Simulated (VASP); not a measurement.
Here is a VASP 6.6.1 calculation.

INCAR

```
  ALGO = Normal
  EDIFF = 1E-6
  ENCUT = 520
  GGA = PE
  ISIF = 2
  ISMEAR = -1
  LASPH = True
  LCHARG = False
  LREAL = False
  LWAVE = False
  NBANDS = 30
  NELM = 80
  PREC = Accurate
  SIGMA = 0.05
```

Contents of KPOINTS:

```
k-points
0
Gamma
  10 10 4
```

Contents of POSCAR:

```
Ga2O3
1.0
    2.6830187700     -1.5499431900      0.0000000000
    2.6830187700      1.5499431900      0.0000000000
   -0.0221418100      0.0000000000      7.6880715900
Ga O
2 3
Direct
    0.6668480600      0.6668480600      0.3103706900
    0.3331519400      0.3331519400      0.6896293100
    0.0000000000      0.0000000000      0.5000000000
    0.6681968600      0.6681968600      0.8236547200
    0.3318031400      0.3318031400      0.1763452800
```

Potentials or basis: VASP PAW PBE potentials, release 64 (Ga_d, O).

The run is started by

```console
$ cat potpaw_PBE.64/Ga_d/POTCAR potpaw_PBE.64/O/POTCAR > POTCAR
$ mpirun -np 1 vasp_std > vasp.out
```

Q: Estimate the largest force.

A: 3.455 eV/Å.

Q: What does it give for the band gap on the k mesh?

A: 1.44 eV.

Forces in eV/Å, atoms in the order of the input:
```
Ga  -0.020  0.000 -2.735
Ga   0.020  0.000  2.735
O    0.000  0.000  0.000
O   -0.024  0.000 -3.455
O    0.024  0.000  3.455
```

Caveat: forces of over 1 eV/Å act on the atoms, so gaps and moduli don't describe the material at rest. A k mesh can miss the band edges.
